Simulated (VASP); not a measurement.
# Ag (Fm-3m) in VASP: further runs

Runs on Ag. Level: LDA. Tasks: single point, relaxation of cell and atoms.

Everything below comes from runs of VASP 6.6.1. Logs are shortened: lines on timing, memory, paths and dates and some standing lists are left out, and cuts for length are marked.

## (1) The cell of the first run

The structure is cubic, space group Fm-3m (No. 225). The conventional cell has a = 4.009 Å, b = 4.009 Å, c = 4.009 Å, α = 90.00°, β = 90.00°, γ = 90.00°. Ag (site symmetry m-3m) has 12 Ag at 2.83 Å within 3.7 Å.

## (2) Single point, LDA

File INCAR:

```
SYSTEM = Ag
  PREC = Accurate
  ENCUT = 520
  EDIFF = 1E-7
  ISMEAR = 0
  SIGMA = 0.1
  LREAL = .False.
  LASPH = .True.
  NELM = 60
  ALGO = Normal
  ISIF = 2
  LWAVE = .False.
  LCHARG = .False.
  NBANDS = 12
```

File KPOINTS:

```
regular mesh
0
Gamma
  8 8 8
  0 0 0
```

File POSCAR:

```
Ag
1.0
    0.0000000000      2.0045748295      2.0045748295
    2.0045748295      0.0000000000      2.0045748295
    2.0045748295      2.0045748295      0.0000000000
Ag
1
Direct
    0.0000000000      0.0000000000      0.0000000000
```

Potentials or basis: VASP PAW LDA potentials, release 64 (Ag).

Command:

```sh
cat potpaw_LDA.64/Ag/POTCAR > POTCAR
mpirun -np 1 vasp_std > vasp.out
```

OUTCAR:

```text
SYSTEM = Ag
   PREC = Accurate
   ENCUT = 520
   EDIFF = 1E-7
   ISMEAR = 0
   LREAL = .False.
   LASPH = .True.
   NELM = 60
   ISIF = 2

 ion  position               nearest neighbor table
   1  0.000  0.000  0.000-

  LATTYP: Found a face centered cubic cell.
 ALAT       =     4.0091496590

  Lattice vectors:

 A1 = (   0.0000000000,   2.0045748295,   2.0045748295)
 A2 = (   2.0045748295,   0.0000000000,   2.0045748295)
 A3 = (   2.0045748295,   2.0045748295,   0.0000000000)

Analysis of symmetry for initial positions (statically):
=====================================================================
 Subroutine PRICEL returns:
 Original cell was already a primitive cell.

 Routine SETGRP: Setting up the symmetry group for a
 face centered cubic supercell.

 Subroutine GETGRP returns: Found 48 space group operations
[... 9 lines left out ...]

 Routine SETGRP: Setting up the symmetry group for a
 face centered cubic supercell.

 Subroutine GETGRP returns: Found 48 space group operations
[... 11 lines left out ...]
                                     Primitive cell

  volume of cell :      16.1100

  direct lattice vectors                    reciprocal lattice vectors
     0.000000000  2.004574830  2.004574830    -0.249429451  0.249429451  0.249429451
     2.004574830  0.000000000  2.004574830     0.249429451 -0.249429451  0.249429451
     2.004574830  2.004574830  0.000000000     0.249429451  0.249429451 -0.249429451

  length of vectors
     2.834896911  2.834896911  2.834896911     0.432024483  0.432024483  0.432024483

  position of ions in fractional coordinates (direct lattice)
     0.000000000  0.000000000  0.000000000

  ion indices of the primitive-cell ions
   primitive index   ion index
                 1           1

----------------------------------------------------------------------------------------

 KPOINTS: regular mesh

Automatic generation of k-mesh.
 Grid dimensions read from file:
 generate k-points for:    8    8    8

 Generating k-lattice:

  Cartesian coordinates                     Fractional coordinates (reciprocal lattice)
    -0.031178681  0.031178681  0.031178681     0.125000000  0.000000000  0.000000000
     0.031178681 -0.031178681  0.031178681     0.000000000  0.125000000  0.000000000
     0.031178681  0.031178681 -0.031178681     0.000000000  0.000000000  0.125000000

  Length of vectors
     0.054003060  0.054003060  0.054003060

  Shift w.r.t. Gamma in fractional coordinates (k-lattice)
     0.000000000  0.000000000  0.000000000

 Subroutine IBZKPT returns following result:
 ===========================================

 Found     29 irreducible k-points:

 Following reciprocal coordinates:
            Coordinates               Weight
  0.000000  0.000000  0.000000      1.000000
  0.125000  0.000000  0.000000      8.000000
  0.250000  0.000000  0.000000      8.000000
  0.375000  0.000000  0.000000      8.000000
  0.500000  0.000000  0.000000      4.000000
  0.125000  0.125000  0.000000      6.000000
[... 16 lines left out ...]
  0.500000  0.250000  0.125000     48.000000
 -0.375000  0.250000  0.125000     24.000000
 [... further k-points ...]
   k-points           NKPTS =     29   k-points in BZ     NKDIM =     29   number of bands    NBANDS=     12
   number of dos      NEDOS =    301   number of ions     NIONS =      1
   total plane-waves  NPLWV =  13824
   dimension x,y,z NGX =    24 NGY =   24 NGZ =   24
   dimension x,y,z NGXF=    48 NGYF=   48 NGZF=   48
   ions per type =               1
   NGX,Y,Z   is equivalent  to a cutoff of  14.07, 14.07, 14.07 a.u.
   NGXF,Y,Z  is equivalent  to a cutoff of  28.15, 28.15, 28.15 a.u.
 SYSTEM =  Ag
   PREC   = accura    normal or accurate (medium, high low for compatibility)
   ISTART =      0    job   : 0-new  1-cont  2-samecut
   ICHARG =      2    charge: 1-file 2-atom 10-const
   ISPIN  =      1    spin polarized calculation?
   LNONCOLLINEAR =      F non collinear calculations
   LSORBIT =      F    spin-orbit coupling
   LASPH  =      T    aspherical Exc in radial PAW
   ENCUT  =  520.0 eV  38.22 Ry    6.18 a.u.   5.27  5.27  5.27*2*pi/ulx,y,z
   NELM   =     60;   NELMIN=  2; NELMDL= -5     # of ELM steps
   EDIFF  = 0.1E-06   stopping-criterion for ELM
   LREAL  =      F    real-space projection
   EDIFFG = 0.1E-05   stopping-criterion for IOM
   NSW    =      0    number of steps for IOM
   IBRION =     -1    ionic relax: 0-MD 1-quasi-New 2-CG
   NFREE  =      0    steps in history (QN), initial steepest desc. (CG)
   ISIF   =      2    stress and relaxation
   ISYM   =      2    0-nonsym 1-usesym 2-fastsym
   POTIM  = 0.5000    time-step for ionic-motion
   TEBEG  =    0.0;   TEEND  =   0.0 temperature during run
   PSTRESS=    0.0 pullay stress
   NELECT =      11.0000    total number of electrons
   NUPDOWN=      -1.0000    fix difference up-down
   EMIN   =  10.00;   EMAX   =-10.00  energy-range for DOS
   EFERMI =   0.00;   METHOD = LEGACY
   ISMEAR =     0;   SIGMA  =   0.10  broadening in eV -4-tet -1-fermi 0-gaus
   EFERMI_NEDOS =   21; number of points for ismear=-14 and -15
   IALGO  =     38    algorithm
   IMIX   =      4    mixing-type and parameters
     AMIX     =   0.40;   BMIX     =  1.00
     AMIX_MAG =   1.60;   BMIX_MAG =  1.00
  volume/ion in A,a.u.               =      16.11       108.72
  Fermi-wavevector in a.u.,A,eV,Ry     =   1.441585  2.724200 28.275165  2.078166
  Thomas-Fermi vector in A             =   2.560200
   LORBIT       =      0    0 simple, 1 ext, 2 COOP (PROOUT), +10 PAW based schemes
   GGA     = CA    functional components
   LHFCALC =     F    Hartree Fock is set to
   AEXX    =    0.0000 exact exchange contribution
   IVDW    =     0    specifies the selected vdW correction
   LEPSILON=     F    determine dielectric tensor
   LRPA    =     F    only Hartree local field effects (RPA)
 non-spin polarized calculation
 Gauss-broadening in eV      SIGMA  =   0.10
  energy-cutoff  :      520.00
  volume of cell :       16.11
 maximum number of plane-waves:       445
 NGX is ok and might be reduce to    24
   NGX = 11   NGY = 11   NGZ = 11

 number of electron      11.0000002 magnetization

 Free energy of the ion-electron system (eV)
  ---------------------------------------------------
  ext. energy  EPLUGINS =         0.00000000
  ---------------------------------------------------
  free energy    TOTEN  =        -3.74860086 eV

  energy without entropy =       -3.74556731  energy(sigma->0) =       -3.74708408

 E-fermi :   8.8165     XC(G=0): -12.9189

 val. band max:        8.7419144821   @ k =   0.5000   0.2500   0.1250
 cond. band min:       9.2131083798   @ k =   0.5000   0.3750   0.1250
 fundamental gap:      0.4711938978
 Fermi energy:         8.8164771081

 k-point     1 :       0.0000    0.0000    0.0000
  band No.  band energies     occupation
      1       0.7158      2.00000
      2       3.9915      2.00000
      3       3.9915      2.00000
      4       3.9915      2.00000
      5       5.1579      2.00000
      6       5.1579      2.00000
      7      25.0971      0.00000
      8      28.9428      0.00000
      9      28.9428      0.00000
     10      28.9428      0.00000
     11      34.1048      0.00000
     12      35.4885      0.00000

 k-point     2 :       0.1250    0.0000    0.0000
  band No.  band energies     occupation
      1       1.2096      2.00000
      2       3.8886      2.00000
      3       4.1226      2.00000
      4       4.1226      2.00000
      5       5.1177      2.00000
      6       5.1177      2.00000
      7      24.8415      0.00000
      8      26.3880      0.00000
      9      29.2110      0.00000
     10      29.2110      0.00000
     11      33.1163      0.00000
     12      34.6158      0.00000

 k-point     3 :       0.2500    0.0000    0.0000
  band No.  band energies     occupation
      1       2.1809      2.00000
      2       4.1885      2.00000
      3       4.2153      2.00000
      4       4.2153      2.00000
      5       5.2911      2.00000
      6       5.2911      2.00000
      7      20.5257      0.00000
      8      25.7950      0.00000
      9      29.2693      0.00000
     10      29.2693      0.00000
     11      32.4305      0.00000
     12      32.8376      0.00000

 k-point     4 :       0.3750    0.0000    0.0000
  band No.  band energies     occupation
      1       2.2946      2.00000
      2       4.0584      2.00000
      3       4.0584      2.00000
      4       5.7892      2.00000
      5       5.7892      2.00000
      6       6.3022      2.00000
      7      15.7719      0.00000
      8      24.8185      0.00000
      9      28.0169      0.00000
     10      28.0169      0.00000
     11      32.5479      0.00000
     12      32.5479      0.00000

 k-point     5 :       0.5000    0.0000    0.0000
  band No.  band energies     occupation
      1       2.2083      2.00000
      2       3.9680      2.00000
      3       3.9680      2.00000
      4       6.0465      2.00000
      5       6.0465      2.00000
      6       8.3784      2.00000
      7      12.8747      0.00000
      8      24.3602      0.00000
      9      27.2804      0.00000
     10      27.2804      0.00000
     11      32.6755      0.00000
     12      32.6755      0.00000
[... 228 lines left out ...]
      1       2.1659      2.00000
      2       2.3252      2.00000
      3       6.0152      2.00000
      4       6.2776      2.00000
      5       6.2776      2.00000
      6      10.4583      0.00000
      7      16.1482      0.00000
      8      19.8167      0.00000
      9      19.8167      0.00000
     10      26.9183      0.00000
     11      27.0002      0.00000
     12      38.9668      0.00000

 k-point    22 :       0.3750    0.2500    0.1250
  band No.  band energies     occupation
      1       3.0384      2.00000
      2       3.2810      2.00000
      3       4.0713      2.00000
      4       4.9571      2.00000
      5       5.1617      2.00000
      6       6.5188      2.00000
      7      21.2340      0.00000
      8      21.6484      0.00000
      9      25.6889      0.00000
     10      28.7784      0.00000
     11      31.0305      0.00000
     12      34.0682      0.00000

 k-point    23 :       0.5000    0.2500    0.1250
  band No.  band energies     occupation
      1       2.9971      2.00000
      2       3.6408      2.00000
      3       3.9947      2.00000
      4       4.8526      2.00000
      5       5.7150      2.00000
      6       8.7419      1.70833
      7      16.6392      0.00000
      8      21.1466      0.00000
      9      23.5177      0.00000
     10      28.5263      0.00000
     11      32.1430      0.00000
     12      35.8695      0.00000

 k-point    24 :      -0.3750    0.2500    0.1250
  band No.  band energies     occupation
      1       2.9365      2.00000
      2       3.4816      2.00000
      3       4.4433      2.00000
      4       4.6612      2.00000
      5       5.9586      2.00000
      6      11.3190      0.00000
      7      13.1700      0.00000
      8      21.8108      0.00000
      9      21.9497      0.00000
     10      27.8551      0.00000
     11      32.9208      0.00000
     12      36.9078      0.00000

 [... further k-points ...]

------------------------ aborting loop because EDIFF is reached ----------------------------------------

  FORCE on cell =-STRESS in cart. coord.  units (eV):
  Direction    XX          YY          ZZ          XY          YZ          ZX
  --------------------------------------------------------------------------------------
  -------------------------------------------------------------------------------------
  Total        0.0059816      0.0059816      0.0059816      0.0000000     -0.0000000      0.0000000
  in kB        0.5948795      0.5948795      0.5948795      0.0000000     -0.0000000      0.0000000
  external PRESSURE =       0.5948795 kB  Pullay stress =       0.0000000 kB

 VOLUME and BASIS-vectors are now :
 -----------------------------------------------------------------------------
  energy-cutoff  :      520.00
  volume of cell :       16.11
      direct lattice vectors                 reciprocal lattice vectors
     0.000000000  2.004574830  2.004574830    -0.249429451  0.249429451  0.249429451
     2.004574830  0.000000000  2.004574830     0.249429451 -0.249429451  0.249429451
     2.004574830  2.004574830  0.000000000     0.249429451  0.249429451 -0.249429451

 POSITION                                       TOTAL-FORCE (eV/Angst)
 -----------------------------------------------------------------------------------
      0.00000      0.00000      0.00000         0.000000      0.000000      0.000000
 -----------------------------------------------------------------------------------
    total drift:                               -0.000000      0.000000      0.000000

  FREE ENERGIE OF THE ION-ELECTRON SYSTEM (eV)
  ---------------------------------------------------
  free  energy   TOTEN  =        -3.7486008593 eV

  energy  without entropy=       -3.7455673051  energy(sigma->0) =       -3.74708408
```

Wall time 5.1 s (1 thread of Intel Xeon 8259CL, shared host); peak memory 0.13 GiB.

Results:

| Quantity | Value |
| --- | --- |
| Free energy | -3.7486 eV |
| Pressure | 0.1 GPa |

## (3) Single point, LDA

This run uses another cell than the first one, of 17.68 Å³/atom, 1.097 times its volume.

File INCAR:

```
SYSTEM = Ag
PREC = Accurate ; ENCUT = 520
EDIFF = 1E-6 ; ISMEAR = 0
SIGMA = 0.1 ; LREAL = .FALSE.
LASPH = .TRUE. ; NELM = 60
ALGO = Normal ; ISIF = 2
LWAVE = .FALSE. ; LCHARG = .FALSE.
NBANDS = 12
```

File KPOINTS:

```
Automatic mesh
0
G
  8 8 8
  0 0 0
```

File POSCAR:

```
Ag
1.0
    0.0000000000      2.0675000000      2.0675000000
    2.0675000000      0.0000000000      2.0675000000
    2.0675000000      2.0675000000      0.0000000000
Ag
1
Direct
    0.0000000000      0.0000000000      0.0000000000
```

Potentials or basis: VASP PAW LDA potentials, release 64 (Ag).

Command:

```sh
cat potpaw_LDA.64/Ag/POTCAR > POTCAR
mpirun -np 1 vasp_std > vasp.out
```

It took 5 s on 1 thread of Intel Xeon 8259CL, shared host; peak memory 0.13 GiB.

Results (log left out):

```yaml
Free_energy: -3.6970 eV
Pressure: -9.7 GPa
```

Levels at points of the mesh, in eV from the Fermi level:
| k point | band 2 | band 3 | band 4 | band 5 | band 6 | band 7 | band 8 | band 9 | band 10 | band 11 |
| --- | --- | --- | --- | --- | --- | --- | --- | --- | --- | --- |
| (0.00, 0.00, 0.00) | -4.42 | -4.42 | -4.42 | -3.43 | -3.43 | 16.16 | 19.45 | 19.45 | 19.45 | 24.38 |
| (0.50, 0.00, 0.00) | -4.43 | -4.43 | -2.67 | -2.67 | -0.12 | 3.59 | 15.41 | 17.57 | 17.57 | 22.58 |
| (0.50, 0.50, 0.00) | -5.84 | -2.70 | -2.48 | -2.48 | 1.80 | 6.65 | 10.60 | 10.60 | 17.03 | 17.04 |

## (4) Relaxation of cell and atoms, LDA

This run uses another cell than the first one, of 17.68 Å³/atom, 1.097 times its volume.

File INCAR:

```
SYSTEM = Ag
PREC = Accurate
ENCUT = 600
EDIFF = 1E-6
ISMEAR = 0
SIGMA = 0.1
LREAL = .FALSE.
LASPH = .TRUE.
NELM = 80
ALGO = Fast
ISIF = 3
LWAVE = .FALSE.
LCHARG = .FALSE.
IBRION = 2
NSW = 100
EDIFFG = -0.05
```

KPOINTS is that of step 3.

POSCAR is that of step 3.

Command:

```sh
cat potpaw_LDA.64/Ag/POTCAR > POTCAR
mpirun -np 1 vasp_std > vasp.out
```

Wall time 15 s (1 thread of Intel Xeon 8259CL, shared host); peak memory 0.14 GiB.

It converged, with:

| Quantity | Value |
| --- | --- |
| Free energy | -3.7490 eV |
| Relaxed volume | 16.12 Å³/atom |
| Relaxed cell | a = 2.836 Å, b = 2.836 Å, c = 2.836 Å, α = 60.00°, β = 60.00°, γ = 60.00° |
| Space group after relaxing (to 0.05 Å) | Fm-3m (No. 225) |
| Energy gained by relaxing | 52.3 meV/atom |
| Ionic steps | 3 |
| Pressure after relaxing | 0.0 GPa |

The path:
```csv
step,energy change (eV),largest force (eV/Å),pressure (GPa),volume (Å³)
1,0.0000,0.0000,-9.58,17.68
2,-0.0207,0.0000,10.89,15.11
3,-0.0523,0.0000,0.03,16.12
```

Final structure:
```xyz
1
Lattice="0.0000 2.0052 2.0052 2.0052 0.0000 2.0052 2.0052 2.0052 0.0000" Properties=species:S:1:pos:R:3 pbc="T T T"
Ag    0.0000    0.0000    0.0000
```

Levels at points of the mesh, in eV from the Fermi level:
```csv
k point,band 3,band 4,band 5,band 6,band 7,band 8,band 9
"(0.00, 0.00, 0.00)",-4.82,-4.82,-3.66,-3.66,16.28,20.12,20.12
"(0.50, 0.00, 0.00)",-4.84,-2.77,-2.77,-0.43,4.05,15.54,18.46
"(0.50, 0.50, 0.00)",-2.80,-2.54,-2.54,1.64,7.32,11.00,11.00
```

## (5) Single point, LDA

This run uses another cell than the first one, of 16.02 Å³/atom, 0.994 times its volume.

File INCAR:

```
SYSTEM = Ag
  ALGO = Fast
  EDIFF = 1E-6
  ENCUT = 520
  GGA = CA
  ISIF = 2
  ISMEAR = 0
  LASPH = .True.
  LCHARG = .False.
  LREAL = .False.
  LWAVE = .False.
  NBANDS = 12
  NELM = 60
  PREC = Accurate
  SIGMA = 0.1
```

File KPOINTS:

```
k-points
0
Gamma
  16 16 16
  0 0 0
```

File POSCAR:

```
Ag
1.0
    0.0000000000      2.0007705301      2.0007705301
    2.0007705301      0.0000000000      2.0007705301
    2.0007705301      2.0007705301      0.0000000000
Ag
1
Direct
    0.0000000000      0.0000000000      0.0000000000
```

Command:

```sh
cat potpaw_LDA.64/Ag/POTCAR > POTCAR
mpirun -np 1 vasp_std > vasp.out
```

Run time: 27 s. Hardware: 1 thread of Intel Xeon 8259CL, shared host; peak memory 0.15 GiB.

The run converged. Its results:

```
Free energy : -3.7838 eV
Pressure    : 0.1 GPa
```

Levels at points of the mesh, in eV from the Fermi level:
| k point | band 3 | band 4 | band 5 | band 6 | band 7 | band 8 | band 9 | band 10 |
| --- | --- | --- | --- | --- | --- | --- | --- | --- |
| (0.00, 0.00, 0.00) | -4.97 | -4.97 | -3.79 | -3.79 | 16.18 | 20.06 | 20.06 | 20.06 |
| (0.50, 0.00, 0.00) | -4.99 | -2.89 | -2.89 | -0.56 | 3.98 | 15.45 | 18.41 | 18.41 |
| (0.50, 0.50, 0.00) | -2.92 | -2.66 | -2.66 | 1.53 | 7.27 | 10.92 | 10.92 | 18.06 |

## (6) Single point, LDA

This run uses another cell than the first one, of 16.02 Å³/atom, 0.995 times its volume.

File INCAR:

```
PREC = Accurate
ENCUT = 520
EDIFF = 1E-6
ISMEAR = -1
SIGMA = 0.15
LREAL = False
LASPH = True
NELM = 80
ALGO = Normal
ISIF = 2
LWAVE = False
LCHARG = False
GGA = CA
NBANDS = 12
```

File KPOINTS:

```
Automatic mesh
0
Gamma
  16 16 16
```

File POSCAR:

```
Ag
1.0
    0.0000000000      2.0010220053      2.0010220053
    2.0010220053      0.0000000000      2.0010220053
    2.0010220053      2.0010220053      0.0000000000
Ag
1
Direct
    0.0000000000      0.0000000000      0.0000000000
```

Potentials or basis: VASP PAW LDA potentials, release 64 (Ag).

Command:

```sh
cat potpaw_LDA.64/Ag/POTCAR > POTCAR
mpirun -np 1 vasp_std > vasp.out
```

Wall time 28 s (1 thread of Intel Xeon 8259CL, shared host); peak memory 0.15 GiB.

It converged, with:

```
Free energy : -3.7922 eV
Pressure    : 0.1 GPa
```

Levels at points of the mesh, in eV from the Fermi level:
```tsv
k point	band 2	band 3	band 4	band 5	band 6	band 7	band 8	band 9	band 10	band 11
(0.00, 0.00, 0.00)	-5.00	-5.00	-5.00	-3.83	-3.83	16.14	20.02	20.02	20.02	25.20
(0.50, 0.00, 0.00)	-5.03	-5.03	-2.93	-2.93	-0.60	3.94	15.41	18.37	18.37	23.79
(0.50, 0.50, 0.00)	-6.68	-2.96	-2.70	-2.70	1.49	7.22	10.88	10.88	18.02	18.11
```

## (7) The runs side by side

| task | cell | k mesh | cutoff (eV) | smearing | gap on the mesh (eV) | pressure (GPa) |
| --- | --- | --- | --- | --- | --- | --- |
| single point | a = 2.835 Å, angles 60.0°, 1 atom | 8 × 8 × 8 | 520 | gaussian 0.1 eV | none | 0.1 |
| single point | a = 2.924 Å, angles 60.0°, 1 atom | 8 × 8 × 8 | 520 | gaussian 0.1 eV | none | -9.7 |
| relaxation of cell and atoms | relaxed from a = 2.924 Å, angles 60.0°, 1 atom | 8 × 8 × 8 | 600 | gaussian 0.1 eV | none | 0.0 |
| single point | a = 2.830 Å, angles 60.0°, 1 atom | 16 × 16 × 16 | 520 | gaussian 0.1 eV | none | 0.1 |
| single point | a = 2.830 Å, angles 60.0°, 1 atom | 16 × 16 × 16 | 520 | fermi-dirac 0.15 eV | none | 0.1 |

Alike in all rows: level LDA; potentials or basis VASP PAW LDA potentials, release 64 (Ag); no spin polarisation.

Absolute energies hang on the potentials; compare differences alone.
